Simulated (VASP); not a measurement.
# Rb2LiNbF6 (Fm-3m) in VASP: further runs

Runs on Rb2LiNbF6. Level: LDA. Tasks: single point, relaxation of cell and atoms.

Program: VASP 6.6.1. These are calculated values, not measurements. Logs are shortened: lines on timing, memory, paths and dates and some standing lists are left out, and cuts for length are marked.

**1. The cell of the first run**

It takes space group Fm-3m (No. 225, cubic). Conventional cell: a = 8.136 Å, b = 8.136 Å, c = 8.136 Å, α = 90.00°, β = 90.00°, γ = 90.00°. Within 3.8 Å of Rb (site symmetry -43m) lie 12 F at 2.88 Å and 4 Li at 3.52 Å and 4 Nb at 3.52 Å. Li (site symmetry m-3m) has 6 F at 2.02 Å within 2.7 Å. Within 2.7 Å of Nb (site symmetry m-3m) lie 6 F at 2.05 Å. Within 2.7 Å of F (site symmetry 4mm) lie 1 Li at 2.02 Å and 1 Nb at 2.05 Å.

**2. Single point, LDA**

Input file INCAR:

```
PREC = Accurate
ENCUT = 520
EDIFF = 1E-6
ISMEAR = 1
SIGMA = 0.1
LREAL = F
LASPH = T
NELM = 60
ALGO = Normal
ISIF = 2
LWAVE = F
LCHARG = F
GGA = CA
NBANDS = 49
```

Input file KPOINTS:

```
regular mesh
0
Gamma
  5 5 5
```

Input file POSCAR:

```
Rb2LiNbF6
1.0
    5.7528874500      0.0000000000      0.0000000000
    2.8764437250      4.9821466768      0.0000000000
    2.8764437250      1.6607155589      4.6972129334
Rb Li Nb F
2 1 1 6
Direct
    0.2500000000      0.2500000000      0.2500000000
    0.7500000000      0.7500000000      0.7500000000
    0.5000000000      0.5000000000      0.5000000000
    0.0000000000      0.0000000000      0.0000000000
    0.2522940019      0.2522940019      0.7477059981
    0.2522940019      0.7477059981      0.7477059981
    0.7477059981      0.7477059981      0.2522940019
    0.2522940019      0.7477059981      0.2522940019
    0.7477059981      0.2522940019      0.7477059981
    0.7477059981      0.2522940019      0.2522940019
```

Potentials or basis: VASP PAW LDA potentials, release 64 (Rb_sv, Li_sv, Nb_sv, F).

The run is started by

```console
> cat potpaw_LDA.64/Rb_sv/POTCAR potpaw_LDA.64/Li_sv/POTCAR potpaw_LDA.64/Nb_sv/POTCAR potpaw_LDA.64/F/POTCAR > POTCAR
> mpirun -np 1 vasp_std > vasp.out
```

OUTCAR:

```text
PREC = Accurate
   ENCUT = 520
   EDIFF = 1E-6
   ISMEAR = 1
   LREAL = F
   LASPH = T
   NELM = 60
   ISIF = 2
   GGA = CA

 ion  position               nearest neighbor table
   1  0.250  0.250  0.250-   8 2.88   7 2.88   8 2.88   7 2.88   5 2.88   9 2.88   5 2.88   9 2.88
                            10 2.88  10 2.88   6 2.88   6 2.88   3 3.52   4 3.52   3 3.52   4 3.52
   2  0.750  0.750  0.750-   5 2.88   9 2.88   9 2.88   5 2.88   7 2.88   8 2.88   7 2.88   8 2.88
                             6 2.88   6 2.88  10 2.88  10 2.88   4 3.52   3 3.52   3 3.52   4 3.52
   3  0.500  0.500  0.500-   6 2.02  10 2.02   7 2.02   5 2.02   9 2.02   8 2.02   1 3.52   2 3.52
                             1 3.52   2 3.52   2 3.52   1 3.52   1 3.52   2 3.52
   4  0.000  0.000  0.000-   6 2.05  10 2.05   7 2.05   8 2.05   9 2.05   5 2.05   1 3.52   2 3.52
                             2 3.52   1 3.52   1 3.52   2 3.52   2 3.52   1 3.52
   5  0.252  0.252  0.748-   3 2.02   4 2.05   2 2.88   2 2.88   1 2.88   1 2.88
   6  0.252  0.748  0.748-   3 2.02   4 2.05   2 2.88   2 2.88   1 2.88   1 2.88
   7  0.748  0.748  0.252-   3 2.02   4 2.05   1 2.88   1 2.88   2 2.88   2 2.88
   8  0.252  0.748  0.252-   3 2.02   4 2.05   1 2.88   1 2.88   2 2.88   2 2.88
   9  0.748  0.252  0.748-   3 2.02   4 2.05   2 2.88   2 2.88   1 2.88   1 2.88
  10  0.748  0.252  0.252-   3 2.02   4 2.05   1 2.88   1 2.88   2 2.88   2 2.88

  LATTYP: Found a face centered cubic cell.
 ALAT       =     8.1358114546

  Lattice vectors:

 A1 = (   5.7528874500,   0.0000000000,   0.0000000000)
 A2 = (   2.8764437250,   4.9821466768,   0.0000000000)
 A3 = (   2.8764437250,   1.6607155589,   4.6972129334)

Analysis of symmetry for initial positions (statically):
=====================================================================
 Subroutine PRICEL returns:
 Original cell was already a primitive cell.

 Routine SETGRP: Setting up the symmetry group for a
 face centered cubic supercell.

 Subroutine GETGRP returns: Found 48 space group operations
 (whereof 48 operations were pure point group operations)
 out of a pool of 48 trial point group operations.

The static configuration has the point symmetry O_h .

Analysis of symmetry for dynamics (positions and initial velocities):
=====================================================================
 Subroutine PRICEL returns:
 Original cell was already a primitive cell.

 Routine SETGRP: Setting up the symmetry group for a
 face centered cubic supercell.

 Subroutine GETGRP returns: Found 48 space group operations
 (whereof 48 operations were pure point group operations)
 out of a pool of 48 trial point group operations.

The dynamic configuration has the point symmetry O_h .

 Subroutine INISYM returns: Found 48 space group operations
 (whereof 48 operations are pure point group operations),
 and found     1 'primitive' translations

----------------------------------------------------------------------------------------

                                     Primitive cell

  volume of cell :     134.6302

  direct lattice vectors                    reciprocal lattice vectors
     5.752887450  0.000000000  0.000000000     0.173825754 -0.100358346 -0.070964067
     2.876443725  4.982146677  0.000000000     0.000000000  0.200716692 -0.070964067
     2.876443725  1.660715559  4.697212933     0.000000000  0.000000000  0.212892201

  length of vectors
     5.752887450  5.752887450  5.752887450     0.212892201  0.212892201  0.212892201

  position of ions in fractional coordinates (direct lattice)
     0.250000000  0.250000000  0.250000000
     0.750000000  0.750000000  0.750000000
     0.500000000  0.500000000  0.500000000
     0.000000000  0.000000000  0.000000000
     0.252294002  0.252294002  0.747705998
     0.252294002  0.747705998  0.747705998
     0.747705998  0.747705998  0.252294002
     0.252294002  0.747705998  0.252294002
     0.747705998  0.252294002  0.747705998
     0.747705998  0.252294002  0.252294002

  ion indices of the primitive-cell ions
   primitive index   ion index
                 1           1
                 2           2
                 3           3
                 4           4
                 5           5
                 6           6
                 7           7
                 8           8
                 9           9
                10          10

----------------------------------------------------------------------------------------

 KPOINTS: regular mesh

Automatic generation of k-mesh.
 Grid dimensions read from file:
 generate k-points for:    5    5    5

 Generating k-lattice:

  Cartesian coordinates                     Fractional coordinates (reciprocal lattice)
     0.034765151 -0.020071669 -0.014192813     0.200000000  0.000000000  0.000000000
     0.000000000  0.040143338 -0.014192813     0.000000000  0.200000000  0.000000000
     0.000000000  0.000000000  0.042578440     0.000000000  0.000000000  0.200000000

  Length of vectors
     0.042578440  0.042578440  0.042578440

  Shift w.r.t. Gamma in fractional coordinates (k-lattice)
     0.000000000  0.000000000  0.000000000

 Subroutine IBZKPT returns following result:
 ===========================================

 Found     10 irreducible k-points:

 Following reciprocal coordinates:
            Coordinates               Weight
  0.000000  0.000000  0.000000      1.000000
  0.200000 -0.000000  0.000000      8.000000
  0.400000  0.000000  0.000000      8.000000
  0.200000  0.200000  0.000000      6.000000
  0.400000  0.200000  0.000000     24.000000
 -0.400000  0.200000 -0.000000     24.000000
 -0.200000  0.200000 -0.000000     12.000000
  0.400000  0.400000  0.000000      6.000000
 -0.400000  0.400000  0.000000     12.000000
 -0.400000  0.400000  0.200000     24.000000
   k-points           NKPTS =     10   k-points in BZ     NKDIM =     10   number of bands    NBANDS=     49
   number of dos      NEDOS =    301   number of ions     NIONS =     10
   total plane-waves  NPLWV = 110592
   dimension x,y,z NGX =    48 NGY =   48 NGZ =   48
   dimension x,y,z NGXF=    96 NGYF=   96 NGZF=   96
   ions per type =               2   1   1   6
   NGX,Y,Z   is equivalent  to a cutoff of  13.87, 13.87, 13.87 a.u.
   NGXF,Y,Z  is equivalent  to a cutoff of  27.74, 27.74, 27.74 a.u.
 SYSTEM =  unknown system
   PREC   = accura    normal or accurate (medium, high low for compatibility)
   ISTART =      0    job   : 0-new  1-cont  2-samecut
   ICHARG =      2    charge: 1-file 2-atom 10-const
   ISPIN  =      1    spin polarized calculation?
   LNONCOLLINEAR =      F non collinear calculations
   LSORBIT =      F    spin-orbit coupling
   LASPH  =      T    aspherical Exc in radial PAW
   ENCUT  =  520.0 eV  38.22 Ry    6.18 a.u.  10.70 10.70 10.70*2*pi/ulx,y,z
   NELM   =     60;   NELMIN=  2; NELMDL= -5     # of ELM steps
   EDIFF  = 0.1E-05   stopping-criterion for ELM
   LREAL  =      F    real-space projection
[... 7 lines left out ...]
   TEBEG  =    0.0;   TEEND  =   0.0 temperature during run
   PSTRESS=    0.0 pullay stress
   NELECT =      76.0000    total number of electrons
   NUPDOWN=      -1.0000    fix difference up-down
   EMIN   =  10.00;   EMAX   =-10.00  energy-range for DOS
   EFERMI =   0.00;   METHOD = LEGACY
   ISMEAR =     1;   SIGMA  =   0.10  broadening in eV -4-tet -1-fermi 0-gaus
   EFERMI_NEDOS =   21; number of points for ismear=-14 and -15
   IALGO  =     38    algorithm
   IMIX   =      4    mixing-type and parameters
     AMIX     =   0.40;   BMIX     =  1.00
     AMIX_MAG =   1.60;   BMIX_MAG =  1.00
  volume/ion in A,a.u.               =      13.46        90.85
  Fermi-wavevector in a.u.,A,eV,Ry     =   1.353002  2.556803 24.907026  1.830615
  Thomas-Fermi vector in A             =   2.480294
   LORBIT       =      0    0 simple, 1 ext, 2 COOP (PROOUT), +10 PAW based schemes
   GGA     = CA    functional components
   LHFCALC =     F    Hartree Fock is set to
   AEXX    =    0.0000 exact exchange contribution
   IVDW    =     0    specifies the selected vdW correction
   LEPSILON=     F    determine dielectric tensor
   LRPA    =     F    only Hartree local field effects (RPA)
 non-spin polarized calculation
 Methfessel and Paxton  Order N= 1 SIGMA  =   0.10
  energy-cutoff  :      520.00
  volume of cell :      134.63
 maximum number of plane-waves:      3695
 NGX is ok and might be reduce to    48
   NGX = 21   NGY = 21   NGZ = 21

 number of electron      75.9999989 magnetization

 Free energy of the ion-electron system (eV)
  ---------------------------------------------------
  ext. energy  EPLUGINS =         0.00000000
  ---------------------------------------------------
  free energy    TOTEN  =       -57.34150544 eV

  energy without entropy =      -57.31299452  energy(sigma->0) =      -57.33200180

 E-fermi :   5.1143     XC(G=0): -10.6241

 val. band max:        5.1126308798   @ k =  -0.4000   0.4000   0.0000
 cond. band min:       5.1184758748   @ k =   0.4000   0.0000   0.0000
 fundamental gap:      0.0058449950
 Fermi energy:         5.1142917416

 k-point     1 :       0.0000    0.0000    0.0000
  band No.  band energies     occupation
      1     -51.4707      2.00000
      2     -40.7639      2.00000
      3     -28.0186      2.00000
      4     -28.0186      2.00000
      5     -28.0186      2.00000
      6     -23.0743      2.00000
[... 41 lines left out ...]
     48       9.1163      0.00000
     49      12.1676      0.00000

 k-point     2 :       0.2000   -0.0000    0.0000
  band No.  band energies     occupation
      1     -51.4707      2.00000
      2     -40.7638      2.00000
      3     -28.0202      2.00000
      4     -28.0184      2.00000
      5     -28.0184      2.00000
      6     -23.0407      2.00000
[... 408 lines left out ...]
 k-point    10 :      -0.4000    0.4000    0.2000
  band No.  band energies     occupation
      1     -51.4707      2.00000
      2     -40.7638      2.00000
      3     -28.0215      2.00000
      4     -28.0203      2.00000
      5     -28.0190      2.00000
      6     -22.9379      2.00000
[... 41 lines left out ...]
     48      10.8462      0.00000
     49      11.2024      0.00000

------------------------ aborting loop because EDIFF is reached ----------------------------------------

  FORCE on cell =-STRESS in cart. coord.  units (eV):
  Direction    XX          YY          ZZ          XY          YZ          ZX
  --------------------------------------------------------------------------------------
  -------------------------------------------------------------------------------------
  Total        0.0065142      0.0065142      0.0065142     -0.0000000     -0.0000000      0.0000000
  in kB        0.0775232      0.0775232      0.0775232     -0.0000000     -0.0000000      0.0000000
  external PRESSURE =       0.0775232 kB  Pullay stress =       0.0000000 kB

 VOLUME and BASIS-vectors are now :
 -----------------------------------------------------------------------------
  energy-cutoff  :      520.00
  volume of cell :      134.63
      direct lattice vectors                 reciprocal lattice vectors
     5.752887450  0.000000000  0.000000000     0.173825754 -0.100358346 -0.070964067
     2.876443725  4.982146677  0.000000000     0.000000000  0.200716692 -0.070964067
     2.876443725  1.660715559  4.697212933     0.000000000  0.000000000  0.212892201

 POSITION                                       TOTAL-FORCE (eV/Angst)
 -----------------------------------------------------------------------------------
      2.87644      1.66072      1.17430        -0.000000      0.000000      0.000000
      8.62933      4.98215      3.52291        -0.000000      0.000000      0.000000
      5.75289      3.32143      2.34861        -0.000000      0.000000      0.000000
      0.00000      0.00000      0.00000        -0.000000      0.000000      0.000000
      4.32786      2.49869      3.51213         0.018709      0.010802     -0.015276
      5.75289      4.96691      3.51213        -0.000000     -0.021603     -0.015276
      7.17791      4.14417      1.18508        -0.018709     -0.010802      0.015276
      4.32786      4.14417      1.18508         0.018709     -0.010802      0.015276
      7.17791      2.49869      3.51213        -0.018709      0.010802     -0.015276
      5.75289      1.67595      1.18508        -0.000000      0.021603      0.015276
 -----------------------------------------------------------------------------------
    total drift:                               -0.000000     -0.000000     -0.000000

  FREE ENERGIE OF THE ION-ELECTRON SYSTEM (eV)
  ---------------------------------------------------
  free  energy   TOTEN  =       -57.3415054397 eV

  energy  without entropy=      -57.3129945173  energy(sigma->0) =      -57.33200180
```

Run time: 55 s. Hardware: 1 thread of AMD EPYC 9R45 (Zen 5), shared host; peak memory 0.26 GiB.

What came out:

```
Free energy            : -57.3415 eV
Largest force          : 0.026 eV/Å
Band gap on the k mesh : zero (bands 38 and 39 overlap by 0.16 eV)
```

Forces on the atoms (eV/Å):
```
Rb   0.000  0.000  0.000
Rb   0.000  0.000  0.000
Li   0.000  0.000  0.000
Nb   0.000  0.000  0.000
F    0.019  0.011 -0.015
F    0.000 -0.022 -0.015
F   -0.019 -0.011  0.015
F    0.019 -0.011  0.015
F   -0.019  0.011 -0.015
F    0.000  0.022  0.015
```

Caveat: the cutoff is under 1.25 times the usual one of these potentials, so pressure, stress and relaxed cells hold a basis-set (Pulay) error.

(Continued in part 2 of 2.)
